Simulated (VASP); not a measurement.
K2ScZnC6N6:

```
K Sc Zn C N
1.0
     0.00000    5.19950    5.19950
     5.19950    0.00000    5.19950
     5.19950    5.19950    0.00000
K Sc Zn C N
2 1 1 6 6
Cartesian
  2.5997 2.5997 2.5997
  7.7992 7.7992 7.7992
  0.0000 0.0000 0.0000
  5.1995 5.1995 5.1995
  2.0220 5.1995 5.1995
  5.1995 2.0220 5.1995
  5.1995 5.1995 2.0220
  8.3770 5.1995 5.1995
  5.1995 8.3770 5.1995
  5.1995 5.1995 8.3770
  3.1920 5.1995 5.1995
  5.1995 3.1920 5.1995
  5.1995 5.1995 3.1920
  7.2070 5.1995 5.1995
  5.1995 7.2070 5.1995
  5.1995 5.1995 7.2070
```

- Program: VASP 6.6.1
- Task: relaxation of cell and atoms
- Functional: PBE
- Potentials or basis: VASP PAW PBE potentials, release 64 (K_sv, Sc_sv, Zn, C, N)
- Cutoff: 600 eV
- k mesh: 4 × 4 × 4
- Occupations: gaussian, width 0.1 eV
- Spin: no spin polarisation

At the start: pressure 14.4 GPa; volume 17.57 Å³/atom.

How do energy, volume and symmetry change on relaxing?

Over 16 steps the energy falls by 211.6 meV/atom and the volume is 22.31 Å³/atom (+27.0 %); space group Fm-3m (No. 225, to 0.1 Å) before and after.

Step by step:
```csv
step,energy change (eV),largest force (eV/Å),pressure (GPa),volume (Å³)
1,0.0000,2.6021,14.37,281.13
2,-2.3257,7.0890,6.82,350.28
3,-2.5831,5.1807,7.70,330.90
4,-3.2090,2.3423,-2.75,361.69
5,-3.3701,0.4412,0.11,351.48
6,-3.3700,0.3558,0.24,351.06
7,-3.3762,0.2636,0.16,352.42
8,-3.3833,0.0957,-0.02,355.69
9,-3.3835,0.1251,-0.06,356.32
10,-3.3841,0.0962,-0.19,356.68
11,-3.3842,0.1238,-0.23,356.79
12,-3.3847,0.0954,-0.22,356.85
13,-3.3857,0.0423,-0.18,357.03
14,-3.3850,0.1635,-0.09,357.39
15,-3.3859,0.0689,-0.15,357.13
16,-3.3863,0.0090,-0.19,357.00
```

Final structure:
```
CELL_PARAMETERS angstrom
0.00000 5.63050 5.63050
5.63050 0.00000 5.63050
5.63050 5.63050 0.00000
ATOMIC_POSITIONS crystal
K 0.25000 0.25000 0.25000
K 0.75000 0.75000 0.75000
Sc 0.00000 0.00000 0.00000
Zn 0.50000 0.50000 0.50000
C 0.79457 0.20543 0.20543
C 0.20543 0.79457 0.20543
C 0.20543 0.20543 0.79457
C 0.20543 0.79457 0.79457
C 0.79457 0.20543 0.79457
C 0.79457 0.79457 0.20543
N 0.68995 0.31006 0.31006
N 0.31006 0.68995 0.31006
N 0.31006 0.31006 0.68995
N 0.31006 0.68995 0.68995
N 0.68995 0.31006 0.68995
N 0.68995 0.68995 0.31006
```

Caveat: the volume moved by over 15 % at a fixed basis, so the end points are rough.
